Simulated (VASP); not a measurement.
NaI:

```xyz
2
Lattice="4.0405 0.0000 0.0000 0.0000 4.0405 0.0000 0.0000 0.0000 4.0405" Properties=species:S:1:pos:R:3 pbc="T T T"
Na    0.0000    0.0000    0.0000
I     2.0203    2.0203    2.0203
```

Base run:

| Quantity | Value |
| --- | --- |
| Program | VASP 6.6.1 |
| Functional | PBE |
| Potentials or basis | VASP PAW PBE potentials, release 64 (Na_pv, I) |
| Cutoff | 520 eV |
| k mesh | 6 × 6 × 6 |
| Occupations | gaussian, width 0.01 eV |
| Spin | no spin polarisation |

Its results: band gap on the k mesh 2.30 eV, indirect (least direct gap 2.79 eV); pressure 0.3 GPa.

Problem. The run is repeated on the same cell with these changes: functional from PBE to r2SCAN; further incar settings from ALGO = Normal; EDIFF = 1e-06; NBANDS = 14 to ALGO = Normal; EDIFF = 1e-07; NBANDS = 14. What comes out?

Solution. Band gap on the k mesh 3.07 eV, indirect (least direct gap 3.36 eV); pressure 0.0 GPa.

Caveats: spin-orbit coupling is left out, which moves the levels of the heavy elements; the PAW data sets were made with another functional, which shifts forces and pressure a little (some runs).

A k mesh can miss the band edges.
